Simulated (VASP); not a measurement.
# Sn (Fd-3m) in VASP: settings compared

Aim: see how the results for Sn move with the level of theory and the settings. Levels: PBE, r2SCAN. Tasks: single point.

All numbers are computed with VASP 6.6.1; they aren't measurements. Logs are shortened: lines on timing, memory, paths and dates and some standing lists are left out, and cuts for length are marked.

### 1 The cell of the first run

The structure is cubic, space group Fd-3m (No. 227). Conventional cell: a = 6.467 Å, b = 6.467 Å, c = 6.467 Å, α = 90.00°, β = 90.00°, γ = 90.00°. Sn (site symmetry -43m) has 4 Sn at 2.80 Å within 3.7 Å.

### 2 Single point, PBE

Input file INCAR:

```
SYSTEM = Sn
  PREC = Accurate
  ENCUT = 520
  EDIFF = 1E-7
  ISMEAR = -1
  SIGMA = 0.1
  LREAL = .False.
  LASPH = .True.
  NELM = 60
  ALGO = Normal
  ISIF = 2
  LWAVE = .False.
  LCHARG = .False.
  GGA = PE
  NBANDS = 21
```

Input file KPOINTS:

```
Automatic mesh
0
Gamma
  9 9 9
  0 0 0
```

Input file POSCAR:

```
Sn
1.0
    0.0000000000      3.2333428000      3.2333428000
    3.2333428000      0.0000000000      3.2333428000
    3.2333428000      3.2333428000      0.0000000000
Sn
2
Direct
    0.0000000000      0.0000000000      0.0000000000
    0.2500000000      0.2500000000      0.2500000000
```

Potentials or basis: VASP PAW PBE potentials, release 64 (Sn_d).

The run is started by

```
cat potpaw_PBE.64/Sn_d/POTCAR > POTCAR
mpirun -np 1 vasp_std > vasp.out
```

OUTCAR:

```text
SYSTEM = Sn
   PREC = Accurate
   ENCUT = 520
   EDIFF = 1E-7
   ISMEAR = -1
   LREAL = .False.
   LASPH = .True.
   NELM = 60
   ISIF = 2
   GGA = PE

 ion  position               nearest neighbor table
   1  0.000  0.000  0.000-   2 2.80   2 2.80   2 2.80   2 2.80
   2  0.250  0.250  0.250-   1 2.80   1 2.80   1 2.80   1 2.80

  LATTYP: Found a face centered cubic cell.
 ALAT       =     6.4666856000

  Lattice vectors:

 A1 = (   0.0000000000,   3.2333428000,   3.2333428000)
 A2 = (   3.2333428000,   0.0000000000,   3.2333428000)
 A3 = (   3.2333428000,   3.2333428000,   0.0000000000)

Analysis of symmetry for initial positions (statically):
=====================================================================
 Subroutine PRICEL returns:
 Original cell was already a primitive cell.

 Routine SETGRP: Setting up the symmetry group for a
 face centered cubic supercell.

 Subroutine GETGRP returns: Found 48 space group operations
 (whereof 24 operations were pure point group operations)
 out of a pool of 48 trial point group operations.

The static configuration has the point symmetry T_d .
 The point group associated with its full space group is O_h .

Analysis of symmetry for dynamics (positions and initial velocities):
=====================================================================
 Subroutine PRICEL returns:
 Original cell was already a primitive cell.

 Routine SETGRP: Setting up the symmetry group for a
 face centered cubic supercell.

 Subroutine GETGRP returns: Found 48 space group operations
 (whereof 24 operations were pure point group operations)
 out of a pool of 48 trial point group operations.

The dynamic configuration has the point symmetry T_d .
 The point group associated with its full space group is O_h .

 Subroutine INISYM returns: Found 48 space group operations
 (whereof 24 operations are pure point group operations),
 and found     1 'primitive' translations

----------------------------------------------------------------------------------------

                                     Primitive cell

  volume of cell :      67.6060

  direct lattice vectors                    reciprocal lattice vectors
     0.000000000  3.233342800  3.233342800    -0.154638723  0.154638723  0.154638723
     3.233342800  0.000000000  3.233342800     0.154638723 -0.154638723  0.154638723
     3.233342800  3.233342800  0.000000000     0.154638723  0.154638723 -0.154638723

  length of vectors
     4.572637240  4.572637240  4.572637240     0.267842124  0.267842124  0.267842124

  position of ions in fractional coordinates (direct lattice)
     0.000000000  0.000000000  0.000000000
     0.250000000  0.250000000  0.250000000

  ion indices of the primitive-cell ions
   primitive index   ion index
                 1           1
                 2           2

----------------------------------------------------------------------------------------

 KPOINTS: Automatic mesh

Automatic generation of k-mesh.
 Grid dimensions read from file:
 generate k-points for:    9    9    9

 Generating k-lattice:

  Cartesian coordinates                     Fractional coordinates (reciprocal lattice)
    -0.017182080  0.017182080  0.017182080     0.111111111  0.000000000  0.000000000
     0.017182080 -0.017182080  0.017182080     0.000000000  0.111111111  0.000000000
     0.017182080  0.017182080 -0.017182080     0.000000000  0.000000000  0.111111111

  Length of vectors
     0.029760236  0.029760236  0.029760236

  Shift w.r.t. Gamma in fractional coordinates (k-lattice)
     0.000000000  0.000000000  0.000000000

 Subroutine IBZKPT returns following result:
 ===========================================

 Found     35 irreducible k-points:

 Following reciprocal coordinates:
            Coordinates               Weight
  0.000000  0.000000  0.000000      1.000000
  0.111111  0.000000  0.000000      8.000000
  0.222222  0.000000  0.000000      8.000000
  0.333333  0.000000  0.000000      8.000000
  0.444444  0.000000  0.000000      8.000000
  0.111111  0.111111  0.000000      6.000000
[... 16 lines left out ...]
 -0.333333  0.333333  0.000000     12.000000
  0.444444  0.444444  0.000000      6.000000
 [... further k-points ...]
   k-points           NKPTS =     35   k-points in BZ     NKDIM =     35   number of bands    NBANDS=     21
   number of dos      NEDOS =    301   number of ions     NIONS =      2
   total plane-waves  NPLWV =  46656
   dimension x,y,z NGX =    36 NGY =   36 NGZ =   36
   dimension x,y,z NGXF=    72 NGYF=   72 NGZF=   72
   ions per type =               2
   NGX,Y,Z   is equivalent  to a cutoff of  13.09, 13.09, 13.09 a.u.
   NGXF,Y,Z  is equivalent  to a cutoff of  26.18, 26.18, 26.18 a.u.
 SYSTEM =  Sn
   PREC   = accura    normal or accurate (medium, high low for compatibility)
   ISTART =      0    job   : 0-new  1-cont  2-samecut
   ICHARG =      2    charge: 1-file 2-atom 10-const
   ISPIN  =      1    spin polarized calculation?
   LNONCOLLINEAR =      F non collinear calculations
   LSORBIT =      F    spin-orbit coupling
   LASPH  =      T    aspherical Exc in radial PAW
   ENCUT  =  520.0 eV  38.22 Ry    6.18 a.u.   8.50  8.50  8.50*2*pi/ulx,y,z
   NELM   =     60;   NELMIN=  2; NELMDL= -5     # of ELM steps
   EDIFF  = 0.1E-06   stopping-criterion for ELM
   LREAL  =      F    real-space projection
   EDIFFG = 0.1E-05   stopping-criterion for IOM
   NSW    =      0    number of steps for IOM
   IBRION =     -1    ionic relax: 0-MD 1-quasi-New 2-CG
   NFREE  =      0    steps in history (QN), initial steepest desc. (CG)
   ISIF   =      2    stress and relaxation
   ISYM   =      2    0-nonsym 1-usesym 2-fastsym
   POTIM  = 0.5000    time-step for ionic-motion
   TEBEG  =    0.0;   TEEND  =   0.0 temperature during run
   PSTRESS=    0.0 pullay stress
   NELECT =      28.0000    total number of electrons
   NUPDOWN=      -1.0000    fix difference up-down
   EMIN   =  10.00;   EMAX   =-10.00  energy-range for DOS
   EFERMI =   0.00;   METHOD = LEGACY
   ISMEAR =    -1;   SIGMA  =   0.10  broadening in eV -4-tet -1-fermi 0-gaus
   EFERMI_NEDOS =   21; number of points for ismear=-14 and -15
   IALGO  =     38    algorithm
   IMIX   =      4    mixing-type and parameters
     AMIX     =   0.40;   BMIX     =  1.00
     AMIX_MAG =   1.60;   BMIX_MAG =  1.00
  volume/ion in A,a.u.               =      33.80       228.11
  Fermi-wavevector in a.u.,A,eV,Ry     =   1.220298  2.306028 20.260793  1.489126
  Thomas-Fermi vector in A             =   2.355520
   LORBIT       =      0    0 simple, 1 ext, 2 COOP (PROOUT), +10 PAW based schemes
   GGA     = PE    functional components
   LHFCALC =     F    Hartree Fock is set to
   AEXX    =    0.0000 exact exchange contribution
   IVDW    =     0    specifies the selected vdW correction
   LEPSILON=     F    determine dielectric tensor
   LRPA    =     F    only Hartree local field effects (RPA)
 non-spin polarized calculation
  energy-cutoff  :      520.00
  volume of cell :       67.61
 maximum number of plane-waves:      1853
 NGX is ok and might be reduce to    36
   NGX = 17   NGY = 17   NGZ = 17

 number of electron      28.0000008 magnetization

 Free energy of the ion-electron system (eV)
  ---------------------------------------------------
  ext. energy  EPLUGINS =         0.00000000
  ---------------------------------------------------
  free energy    TOTEN  =        -7.62584648 eV

  energy without entropy =       -7.61921335  energy(sigma->0) =       -7.62252992

 E-fermi :   5.7716     XC(G=0):  -8.9227

 val. band max:        5.6026469129   @ k =   0.1111   0.0000   0.0000
 cond. band min:       5.7882425291   @ k =   0.4444   0.0000   0.0000
 fundamental gap:      0.1855956163
 Fermi energy:         5.7716362964

 k-point     1 :       0.0000    0.0000    0.0000
  band No.  band energies     occupation
      1     -15.9513      2.00000
      2     -15.9513      2.00000
      3     -15.9513      2.00000
      4     -15.8901      2.00000
      5     -15.8901      2.00000
      6     -15.5724      2.00000
[... 13 lines left out ...]
     20      13.7414      0.00000
     21      13.7414      0.00000

 k-point     2 :       0.1111    0.0000    0.0000
  band No.  band energies     occupation
      1     -15.9605      2.00000
      2     -15.9605      2.00000
      3     -15.9482      2.00000
      4     -15.8772      2.00000
      5     -15.8772      2.00000
      6     -15.5917      2.00000
[... 13 lines left out ...]
     20      12.9364      0.00000
     21      12.9364      0.00000

 k-point     3 :       0.2222    0.0000    0.0000
  band No.  band energies     occupation
      1     -15.9747      2.00000
      2     -15.9747      2.00000
      3     -15.9403      2.00000
      4     -15.8544      2.00000
      5     -15.8544      2.00000
      6     -15.6127      2.00000
[... 13 lines left out ...]
     20      12.5992      0.00000
     21      12.5992      0.00000

 k-point     4 :       0.3333    0.0000    0.0000
  band No.  band energies     occupation
      1     -15.9840      2.00000
      2     -15.9840      2.00000
      3     -15.9311      2.00000
      4     -15.8368      2.00000
      5     -15.8368      2.00000
      6     -15.6266      2.00000
[... 13 lines left out ...]
     20      13.1026      0.00000
     21      13.1026      0.00000

 k-point     5 :       0.4444    0.0000    0.0000
  band No.  band energies     occupation
      1     -15.9880      2.00000
      2     -15.9880      2.00000
      3     -15.9247      2.00000
      4     -15.8287      2.00000
      5     -15.8287      2.00000
      6     -15.6323      2.00000
[... 13 lines left out ...]
     20      14.2194      0.00000
     21      14.2194      0.00000

 k-point     6 :       0.1111    0.1111    0.0000
  band No.  band energies     occupation
      1     -15.9585      2.00000
      2     -15.9584      2.00000
      3     -15.9584      2.00000
      4     -15.8800      2.00000
      5     -15.8636      2.00000
      6     -15.6190      2.00000
[... 13 lines left out ...]
     20      12.0651      0.00000
     21      13.8785      0.00000

 k-point     7 :       0.2222    0.1111    0.0000
  band No.  band energies     occupation
      1     -15.9769      2.00000
      2     -15.9692      2.00000
      3     -15.9473      2.00000
      4     -15.8628      2.00000
      5     -15.8382      2.00000
      6     -15.6466      2.00000
[... 13 lines left out ...]
     20      12.5595      0.00000
     21      13.4879      0.00000
[... 291 lines left out ...]
      1     -15.9922      2.00000
      2     -15.9922      2.00000
      3     -15.9369      2.00000
      4     -15.8065      2.00000
      5     -15.7613      2.00000
      6     -15.7404      2.00000
[... 13 lines left out ...]
     20      14.9840      0.00000
     21      15.1953      0.00000

 k-point    21 :       0.4444    0.3333    0.0000
  band No.  band energies     occupation
      1     -16.0073      2.00000
      2     -15.9987      2.00000
      3     -15.9064      2.00000
      4     -15.7881      2.00000
      5     -15.7808      2.00000
      6     -15.7140      2.00000
[... 13 lines left out ...]
     20      15.2257      0.00000
     21      15.5639      0.00000

 k-point    22 :      -0.4444    0.3333    0.0000
  band No.  band energies     occupation
      1     -16.0233      2.00000
      2     -16.0031      2.00000
      3     -15.8727      2.00000
      4     -15.7820      2.00000
      5     -15.7568      2.00000
      6     -15.7174      2.00000
[... 13 lines left out ...]
     20      14.3522      0.00000
     21      16.1596      0.00000

 k-point    23 :      -0.3333    0.3333    0.0000
  band No.  band energies     occupation
      1     -16.0280      2.00000
      2     -16.0041      2.00000
      3     -15.8652      2.00000
      4     -15.7621      2.00000
      5     -15.7537      2.00000
      6     -15.7323      2.00000
[... 13 lines left out ...]
     20      13.1385      0.00000
     21      16.4522      0.00000

 k-point    24 :       0.4444    0.4444    0.0000
  band No.  band energies     occupation
      1     -16.0026      2.00000
      2     -16.0026      2.00000
      3     -15.8942      2.00000
      4     -15.8335      2.00000
      5     -15.7525      2.00000
      6     -15.6955      2.00000
[... 13 lines left out ...]
     20      15.7390      0.00000
     21      15.9613      0.00000

 [... further k-points ...]
[... 5 lines left out ...]
  --------------------------------------------------------------------------------------
  -------------------------------------------------------------------------------------
  Total        1.5931005      1.5931005      1.5931005     -0.0000000      0.0000000      0.0000000
  in kB       37.7544811     37.7544811     37.7544811     -0.0000000      0.0000000      0.0000000
  external PRESSURE =      37.7544811 kB  Pullay stress =       0.0000000 kB

 VOLUME and BASIS-vectors are now :
 -----------------------------------------------------------------------------
  energy-cutoff  :      520.00
  volume of cell :       67.61
      direct lattice vectors                 reciprocal lattice vectors
     0.000000000  3.233342800  3.233342800    -0.154638723  0.154638723  0.154638723
     3.233342800  0.000000000  3.233342800     0.154638723 -0.154638723  0.154638723
     3.233342800  3.233342800  0.000000000     0.154638723  0.154638723 -0.154638723

 POSITION                                       TOTAL-FORCE (eV/Angst)
 -----------------------------------------------------------------------------------
      0.00000      0.00000      0.00000        -0.000000     -0.000000     -0.000000
      1.61667      1.61667      1.61667         0.000000      0.000000      0.000000
 -----------------------------------------------------------------------------------
    total drift:                                0.000000      0.000000      0.000000

  FREE ENERGIE OF THE ION-ELECTRON SYSTEM (eV)
  ---------------------------------------------------
  free  energy   TOTEN  =        -7.6258464821 eV

  energy  without entropy=       -7.6192133491  energy(sigma->0) =       -7.62252992
```

Wall time 84 s (1 thread of AMD EPYC 7R13, shared host); peak memory 0.18 GiB.

What came out:

```
Free energy            : -7.6258 eV
Pressure               : 3.8 GPa
Band gap on the k mesh : zero (band 14 reaches 5.84 eV, above the bottom of band 15 at 5.79 eV)
```

Caveat: spin-orbit coupling is left out, which moves the levels of the heavy elements.

(Continued in part 2 of 2.)
